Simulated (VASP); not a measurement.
# HPb32 (a cell with a defect) in VASP: further runs

Runs on HPb32 (a cell with a defect). Level: PBE+D3(BJ). Tasks: single point.

All numbers are computed with VASP 6.6.1; they aren't measurements. Logs are shortened: lines on timing, memory, paths and dates and some standing lists are left out, and cuts for length are marked.

## (1) The cell of the first run

The cell holds a defect, 33 atoms: a = 9.900 Å, b = 9.900 Å, c = 9.900 Å, α = 90.00°, β = 90.00°, γ = 90.00°.

## (2) Single point, PBE+D3(BJ)

INCAR

```
SYSTEM = HPb32
PREC     = Accurate       ! precision mode
ENCUT    = 520            ! plane-wave cutoff, eV
EDIFF    = 1E-6           ! SCF threshold, eV
ISMEAR   = -1             ! smearing method
SIGMA    = 0.15           ! smearing width, eV
LREAL    = Auto         
LASPH    = .TRUE.         ! aspherical terms in the spheres
NELM     = 60             ! most SCF steps
ALGO     = Normal         ! electronic algorithm
ISIF     = 2              ! what is computed and relaxed
LWAVE    = .FALSE.        ! write WAVECAR
LCHARG   = .FALSE.        ! write CHGCAR
GGA      = PE             ! functional
IVDW     = 12             ! dispersion correction
NBANDS   = 246            ! bands
```

KPOINTS

```
regular mesh
0
G
  1 1 1
  0 0 0
```

POSCAR

```
HPb32
1.0
    9.9000000000      0.0000000000      0.0000000000
    0.0000000000      9.9000000000      0.0000000000
    0.0000000000      0.0000000000      9.9000000000
Pb H
32 1
Direct
    0.4850909091     -0.0020505051      0.0333333333
    0.7592828283      0.2655757576     -0.0107070707
    0.7428888889     -0.0129393939      0.2094141414
   -0.0130606061      0.0151212121     -0.0013838384
    0.1873131313      0.2488585859     -0.0073737374
    0.4899797980      0.5014949495     -0.0368383838
    0.7080606061      0.7290101010     -0.0415555556
    0.2472626263     -0.0367474747      0.2453838384
    0.5092323232      0.2525656566      0.2879797980
    0.6994747475      0.5215555556      0.2105858586
    0.5834242424     -0.0256262626      0.5321717172
    0.7324343434      0.2875050505      0.4994242424
    0.8152626263      0.0072727273      0.7424949495
   -0.0141616162      0.5038787879     -0.0027474747
    0.2423434343      0.7435050505     -0.0163737374
   -0.0346868687      0.2890303030      0.2369595960
    0.2608989899      0.5495050505      0.2437676768
    0.5036161616      0.7692121212      0.3100505051
   -0.0151212121      0.0099494949      0.4079292929
    0.2522929293      0.2369090909      0.5152929293
    0.4938686869      0.5147474747      0.5166969697
    0.7729090909      0.7634141414      0.4997979798
    0.2706969697     -0.0274040404      0.7405353535
    0.5201515152      0.1742626263      0.7488888889
    0.7755959596      0.5004343434      0.7461313131
   -0.0192828283      0.7211313131      0.2472424242
    0.0496363636      0.5386161616      0.5500505051
    0.2453939394      0.7703131313      0.5375454545
    0.0262727273      0.2963636364      0.7347272727
    0.2690505051      0.5004646465      0.7573030303
    0.5106464646      0.7811313131      0.7756868687
   -0.0013636364      0.7427676768      0.7844646465
    0.5350909091      0.5073030303      0.6862626263
```

Potentials or basis: VASP PAW PBE potentials, release 64 (Pb_d, H).

The run is started by

```bash
> cat potpaw_PBE.64/Pb_d/POTCAR potpaw_PBE.64/H/POTCAR > POTCAR
> mpirun -np 1 vasp_gam > vasp.out
```

OUTCAR:

```text
SYSTEM = HPb32
   PREC = Accurate
   ENCUT = 520
   EDIFF = 1E-6
   ISMEAR = -1
   LREAL = Auto
   LASPH = .TRUE.
   NELM = 60
   ISIF = 2
   GGA = PE
   IVDW = 12
 IVDW          = 12

 ion  position               nearest neighbor table
   1  0.485  0.998  0.033-   3 3.09   8 3.17  24 3.33  31 3.34  15 3.52   7 3.54  18 3.56   9 3.57
                            23 3.60   2 3.82   5 3.88
   2  0.759  0.266  0.989-  16 3.20  14 3.26  25 3.35   4 3.35  10 3.40  24 3.48   3 3.52   6 3.55
                            13 3.58  29 3.66   1 3.82   9 3.86
   3  0.743  0.987  0.209-   1 3.09  19 3.11   4 3.20  18 3.35   2 3.52  26 3.55  11 3.57   7 3.58
                             9 3.59  22 3.64  16 3.72  12 4.14
   4  0.987  0.015  0.999-   5 3.05  13 3.05   3 3.20   2 3.35  32 3.43   8 3.59  16 3.60  15 3.69
                            26 3.81  23 3.82  29 3.84   7 3.98  19 4.05
   5  0.187  0.249  0.993-  29 3.05   4 3.05  14 3.22  16 3.29  30 3.51  23 3.79   8 3.82   1 3.88
                             6 3.91  17 3.95
   6  0.490  0.501  0.963-  30 2.99   7 3.12  10 3.22  31 3.34  15 3.43  25 3.55   2 3.55  17 3.62
                            24 3.88   5 3.91   9 4.06
   7  0.708  0.729  0.958-  31 2.71   6 3.12  25 3.16  10 3.23  32 3.36   1 3.54  14 3.56   3 3.58
                            13 3.64  26 3.93   4 3.98  18 4.05
   8  0.247  0.963  0.245-  19 3.09   1 3.17  18 3.25  15 3.38  28 3.47  26 3.56   4 3.59  20 3.81
                             5 3.82   9 3.89  17 4.10
   9  0.509  0.253  0.288-  12 3.06  10 3.35  20 3.40  21 3.45   1 3.57   3 3.59  11 3.74  17 3.86
[... 32 lines left out ...]
                             6 3.55  22 3.57  21 3.60  31 3.83  24 4.10
  26  0.981  0.721  0.247-  17 3.25  22 3.26  19 3.27  14 3.28  10 3.43   3 3.55   8 3.56  27 3.57
                            15 3.68   4 3.81  28 3.92   7 3.93
  27  0.050  0.539  0.550-  28 3.01  30 3.01  29 3.02  32 3.12  25 3.36  22 3.56  26 3.57  20 3.61
                            17 3.69  12 4.04  16 4.05
  28  0.245  0.770  0.538-  23 2.85  27 3.01  18 3.41  30 3.45   8 3.47  32 3.47  31 3.53  21 3.53
                            17 3.64  19 3.73  11 3.91  26 3.92
  29  0.026  0.296  0.735-  27 3.02   5 3.05  30 3.15  20 3.17  25 3.20  14 3.34  13 3.54   2 3.66
                            12 3.73   4 3.84  23 4.02
  30  0.269  0.500  0.757-   6 2.99  27 3.01  29 3.15  21 3.26  15 3.30  28 3.45   5 3.51  20 3.55
                            32 3.60  31 3.67  14 3.67  24 4.08
  31  0.511  0.781  0.776-   7 2.71  23 3.06  11 3.16   6 3.34   1 3.34  15 3.38  28 3.53  30 3.67
                            21 3.68  13 3.77  22 3.77  25 3.83  24 3.90
  32  0.999  0.743  0.784-  15 3.12  27 3.12  14 3.17  13 3.21  25 3.28   7 3.36   4 3.43  28 3.47
                            23 3.55  22 3.60  30 3.60
  33  0.535  0.507  0.686-  21 1.73  25 2.45

  LATTYP: Found a simple cubic cell.
 ALAT       =     9.9000000000

  Lattice vectors:

 A1 = (   9.9000000000,   0.0000000000,   0.0000000000)
 A2 = (   0.0000000000,   9.9000000000,   0.0000000000)
 A3 = (   0.0000000000,   0.0000000000,   9.9000000000)

Analysis of symmetry for initial positions (statically):
=====================================================================
 Subroutine PRICEL returns:
 Original cell was already a primitive cell.

 Routine SETGRP: Setting up the symmetry group for a
 simple cubic supercell.

 Subroutine GETGRP returns: Found  1 space group operations
 (whereof  1 operations were pure point group operations)
 out of a pool of 48 trial point group operations.

The static configuration has the point symmetry C_1 .

Analysis of symmetry for dynamics (positions and initial velocities):
=====================================================================
 Subroutine PRICEL returns:
 Original cell was already a primitive cell.

 Routine SETGRP: Setting up the symmetry group for a
 simple cubic supercell.

 Subroutine GETGRP returns: Found  1 space group operations
 (whereof  1 operations were pure point group operations)
 out of a pool of 48 trial point group operations.

The dynamic configuration has the point symmetry C_1 .

 Subroutine INISYM returns: Found  1 space group operations
 (whereof  1 operations are pure point group operations),
 and found     1 'primitive' translations

----------------------------------------------------------------------------------------

                                     Primitive cell

  volume of cell :     970.2990

  direct lattice vectors                    reciprocal lattice vectors
     9.900000000  0.000000000  0.000000000     0.101010101  0.000000000  0.000000000
     0.000000000  9.900000000  0.000000000     0.000000000  0.101010101  0.000000000
     0.000000000  0.000000000  9.900000000     0.000000000  0.000000000  0.101010101

[... 75 lines left out ...]

 KPOINTS: regular mesh

Automatic generation of k-mesh.
 Grid dimensions read from file:
 generate k-points for:    1    1    1

 Generating k-lattice:

  Cartesian coordinates                     Fractional coordinates (reciprocal lattice)
     0.101010101  0.000000000  0.000000000     1.000000000  0.000000000  0.000000000
     0.000000000  0.101010101  0.000000000     0.000000000  1.000000000  0.000000000
     0.000000000  0.000000000  0.101010101     0.000000000  0.000000000  1.000000000

  Length of vectors
     0.101010101  0.101010101  0.101010101

  Shift w.r.t. Gamma in fractional coordinates (k-lattice)
     0.000000000  0.000000000  0.000000000

 Subroutine IBZKPT returns following result:
 ===========================================

 Found      1 irreducible k-points:

 Following reciprocal coordinates:
            Coordinates               Weight
  0.000000  0.000000  0.000000      1.000000
   k-points           NKPTS =      1   k-points in BZ     NKDIM =      1   number of bands    NBANDS=    246
   number of dos      NEDOS =    301   number of ions     NIONS =     33
   total plane-waves  NPLWV = 512000
   dimension x,y,z NGX =    80 NGY =   80 NGZ =   80
   dimension x,y,z NGXF=   160 NGYF=  160 NGZF=  160
   ions per type =              32   1
   NGX,Y,Z   is equivalent  to a cutoff of  13.43, 13.43, 13.43 a.u.
   NGXF,Y,Z  is equivalent  to a cutoff of  26.87, 26.87, 26.87 a.u.
 SYSTEM =  HPb32
   PREC   = accura    normal or accurate (medium, high low for compatibility)
   ISTART =      0    job   : 0-new  1-cont  2-samecut
   ICHARG =      2    charge: 1-file 2-atom 10-const
   ISPIN  =      1    spin polarized calculation?
   LNONCOLLINEAR =      F non collinear calculations
   LSORBIT =      F    spin-orbit coupling
   LASPH  =      T    aspherical Exc in radial PAW
   ENCUT  =  520.0 eV  38.22 Ry    6.18 a.u.  18.41 18.41 18.41*2*pi/ulx,y,z
   NELM   =     60;   NELMIN=  2; NELMDL= -5     # of ELM steps
   EDIFF  = 0.1E-05   stopping-criterion for ELM
   LREAL  =      T    real-space projection
   EDIFFG = 0.1E-04   stopping-criterion for IOM
   NSW    =      0    number of steps for IOM
   IBRION =     -1    ionic relax: 0-MD 1-quasi-New 2-CG
   NFREE  =      0    steps in history (QN), initial steepest desc. (CG)
   ISIF   =      2    stress and relaxation
   ISYM   =      2    0-nonsym 1-usesym 2-fastsym
   POTIM  = 0.5000    time-step for ionic-motion
   TEBEG  =    0.0;   TEEND  =   0.0 temperature during run
   PSTRESS=    0.0 pullay stress
   NELECT =     449.0000    total number of electrons
   NUPDOWN=      -1.0000    fix difference up-down
   EMIN   =  10.00;   EMAX   =-10.00  energy-range for DOS
   EFERMI =   0.00;   METHOD = LEGACY
   ISMEAR =    -1;   SIGMA  =   0.15  broadening in eV -4-tet -1-fermi 0-gaus
   EFERMI_NEDOS =   21; number of points for ismear=-14 and -15
   IALGO  =     38    algorithm
   IMIX   =      4    mixing-type and parameters
     AMIX     =   0.40;   BMIX     =  1.00
     AMIX_MAG =   1.60;   BMIX_MAG =  1.00
  volume/ion in A,a.u.               =      29.40       198.42
  Fermi-wavevector in a.u.,A,eV,Ry     =   1.266257  2.392878 21.815663  1.603406
  Thomas-Fermi vector in A             =   2.399467
   LORBIT       =      0    0 simple, 1 ext, 2 COOP (PROOUT), +10 PAW based schemes
   GGA     = PE    functional components
   LHFCALC =     F    Hartree Fock is set to
   AEXX    =    0.0000 exact exchange contribution
   IVDW    =    12    specifies the selected vdW correction
   LEPSILON=     F    determine dielectric tensor
   LRPA    =     F    only Hartree local field effects (RPA)
 non-spin polarized calculation
  energy-cutoff  :      520.00
  volume of cell :      970.30
 maximum number of plane-waves:     13001
 NGX is ok and might be reduce to    80
   NGX = 37   NGY = 37   NGZ = 37

 number of electron     449.0000010 magnetization

 Free energy of the ion-electron system (eV)
  ---------------------------------------------------
  ext. energy  EPLUGINS =         0.00000000
  ---------------------------------------------------
  free energy    TOTEN  =      -106.83543722 eV

  energy without entropy =     -105.64423656  energy(sigma->0) =     -106.23983689

 E-fermi :   6.9822     XC(G=0): -10.1220

 val. band max:        6.7342921737   @ k =   0.0000   0.0000   0.0000
 cond. band min:       7.0823115778   @ k =   0.0000   0.0000   0.0000
 fundamental gap:      0.3480194040
 Fermi energy:         6.9822384403

 k-point     1 :       0.0000    0.0000    0.0000
  band No.  band energies     occupation
      1     -10.2526      2.00000
      2     -10.1971      2.00000
      3     -10.1619      2.00000
      4     -10.1308      2.00000
      5     -10.1125      2.00000
      6     -10.0794      2.00000
[... 228 lines left out ...]
    235       7.8541      0.00596
    236       7.9978      0.00229
 [bands above 236 left out]

------------------------ aborting loop because EDIFF is reached ----------------------------------------

 Edisp (eV)  -13.28411

 E8    (eV) :    -6.7255

  FORCE on cell =-STRESS in cart. coord.  units (eV):
  Direction    XX          YY          ZZ          XY          YZ          ZX
  --------------------------------------------------------------------------------------
  -------------------------------------------------------------------------------------
  Total      30.47196    26.88530    37.23370    -0.27484     2.59224    11.91951
  in kB      50.31592    44.39355    61.48104    -0.45383     4.28036    19.68174
  external pressure =       52.06 kB  Pullay stress =        0.00 kB

 VOLUME and BASIS-vectors are now :
 -----------------------------------------------------------------------------
  energy-cutoff  :      520.00
  volume of cell :      970.30
      direct lattice vectors                 reciprocal lattice vectors
     9.900000000  0.000000000  0.000000000     0.101010101  0.000000000  0.000000000
     0.000000000  9.900000000  0.000000000     0.000000000  0.101010101  0.000000000
     0.000000000  0.000000000  9.900000000     0.000000000  0.000000000  0.101010101

 POSITION                                       TOTAL-FORCE (eV/Angst)
 -----------------------------------------------------------------------------------
      4.80240      9.87970      0.33000        -0.196989      0.072108     -0.581550
      7.51690      2.62920      9.79400        -0.531501     -0.197598     -0.066352
      7.35460      9.77190      2.07320         0.541993     -0.009181      0.024224
      9.77070      0.14970      9.88630         0.219264     -0.197066      1.146825
      1.85440      2.46370      9.82700         0.770675     -0.174687      0.441452
      4.85080      4.96480      9.53530         0.232990     -0.457579      0.145976
[... 25 lines left out ...]
      9.88650      7.35340      7.76620        -0.498195      0.391714     -0.269555
      5.29740      5.02230      6.79400         0.375852      0.015092      2.154869
 -----------------------------------------------------------------------------------
    total drift:                               -0.011734      0.015373     -0.007770

  FREE ENERGIE OF THE ION-ELECTRON SYSTEM (eV)
  ---------------------------------------------------
  free  energy   TOTEN  =      -120.1195499763 eV

  energy  without entropy=     -118.9283493094  energy(sigma->0) =     -119.52394964
```

It took 7.9 min on 1 thread of Intel Xeon Platinum 8488C (Sapphire Rapids), shared host; peak memory 0.95 GiB.

Results:

```
Free energy                : -120.1195 eV
Pressure                   : 5.2 GPa
Largest force              : 2.270 eV/Å
Dispersion energy per atom : -0.403 eV
```

Forces on the atoms (eV/Å):
```
Pb  -0.197  0.072 -0.582
Pb  -0.532 -0.198 -0.066
Pb   0.542 -0.009  0.024
Pb   0.219 -0.197  1.147
Pb   0.771 -0.175  0.441
Pb   0.233 -0.458  0.146
Pb   1.719  0.253  1.461
Pb  -0.259 -0.247 -0.155
Pb  -0.357  0.275 -0.401
Pb  -0.030 -0.222  0.094
Pb  -1.283  1.210 -0.460
Pb   0.528 -0.286  0.364
Pb   0.115  0.095 -0.589
Pb   0.134  0.264 -0.002
Pb   0.497  0.394  0.280
Pb   0.156 -0.066  0.453
Pb   0.368 -0.095  0.093
Pb  -0.029 -0.230 -0.762
Pb  -0.316  0.056  0.270
Pb   0.281 -0.010 -0.149
Pb  -0.563 -0.135 -1.809
Pb   1.269 -1.541  0.390
Pb  -0.453  1.312  1.063
Pb   0.085  0.468  0.535
Pb  -0.683 -0.021 -0.455
Pb   0.078  0.039  0.015
Pb  -0.761  0.081 -1.092
Pb  -0.025 -0.440 -1.126
Pb  -0.421 -0.953  0.223
Pb   0.208 -0.209 -0.058
Pb  -1.173  0.565 -1.174
Pb  -0.498  0.392 -0.270
H    0.376  0.015  2.155
```

Levels at points of the mesh, in eV from the Fermi level:
| k point | band 220 | band 221 | band 222 | band 223 | band 224 | band 225 | band 226 | band 227 | band 228 | band 229 |
| --- | --- | --- | --- | --- | --- | --- | --- | --- | --- | --- |
| (0.00, 0.00, 0.00) | -0.57 | -0.51 | -0.38 | -0.35 | -0.25 | 0.10 | 0.14 | 0.27 | 0.39 | 0.49 |

Caveat: the k points lie up to 0.63 Å⁻¹ apart; spin-orbit coupling is left out, which moves the levels of the heavy elements.

(Continued in part 2 of 2.)
